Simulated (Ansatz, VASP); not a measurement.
**Sn3As: VASP beside Ansatz**

INCAR

```
SYSTEM = Sn3As
  PREC = Accurate
  ENCUT = 600
  EDIFF = 1E-6
  ISMEAR = 0
  SIGMA = 0.1
  LREAL = .FALSE.
  LASPH = .TRUE.
  NELM = 60
  ALGO = Fast
  ISIF = 3
  LWAVE = .FALSE.
  LCHARG = .FALSE.
  GGA = PE
  IBRION = 2
  NSW = 100
  EDIFFG = -0.01
```

Contents of KPOINTS:

```
Automatic mesh
0
G
  12 12 12
  0 0 0
```

File POSCAR:

```
Sn3As
1.0
    0.0000000000      3.6665958426      3.6665958426
    3.6665958426      0.0000000000      3.6665958426
    3.6665958426      3.6665958426      0.0000000000
Sn As
3 1
Direct
    0.7500000000      0.7500000000      0.7500000000
    0.5000000000      0.5000000000      0.5000000000
    0.2500000000      0.2500000000      0.2500000000
    0.0000000000      0.0000000000      0.0000000000
```

Input for Ansatz:

```yaml
crystal:
  lattice:
    - [0.0, 3.6665958426, 3.6665958426]
    - [3.6665958426, 0.0, 3.6665958426]
    - [3.6665958426, 3.6665958426, 0.0]
  atoms:
    - { symbol: Sn, position: [0.75, 0.75, 0.75] }
    - { symbol: Sn, position: [0.5, 0.5, 0.5] }
    - { symbol: Sn, position: [0.25, 0.25, 0.25] }
    - { symbol: As, position: [0.0, 0.0, 0.0] }
basis:
  ecutwfc: 420
kpoints:
  mp_grid: { grid: [12, 12, 12] }
hamiltonian:
  xc: pbe
scf:
  occupations: { method: gaussian, width: 0.1 }
output:
  forces: true
  stress: true
  eigenvalues: true
  write_density: true
  write_potential: true
  elf: true
  volumetric_format: npy
relax:
  adjacent_minimum: "off"
  f_tol: 0.01
  max_steps: 80
  cell: { stress_tol: 0.05 }
```

Alike in both runs: task relaxation of cell and atoms; functional PBE; k mesh 12 × 12 × 12; occupations gaussian, width 0.1 eV; no spin polarisation.

|  | VASP | Ansatz |
| --- | --- | --- |
| version | VASP 6.6.1 | Ansatz 0.2.0 |
| potentials or method | VASP PAW PBE potentials, release 64 (Sn_d, As), cutoff 600 eV | scalar-relativistic, plane waves, PAW |
| valence electrons in the cell | 47 | 57 |

Ansatz gave:

| Property | Result |
| --- | --- |
| gap on the k mesh at the Fermi level, each at its own relaxed structure (eV) | none |
| relaxed volume (Å³/atom) | 25.48 |
| relaxed cell length with the largest relative difference (Å) | 5.243 |

Q: Estimate VASP's values.

A: gap on the k mesh at the Fermi level, each at its own relaxed structure (eV): none; relaxed volume (Å³/atom): 25.45; relaxed cell length with the largest relative difference (Å): 5.241.

A gap of «none» marks a metal or a gap that the smearing closes. VASP's potentials hold 47 valence electrons a cell and Ansatz's 57, so a difference there can come from the potentials and not from the codes.

Noted on VASP's run: too few bands were computed for a metal, which touches its energy and stress.
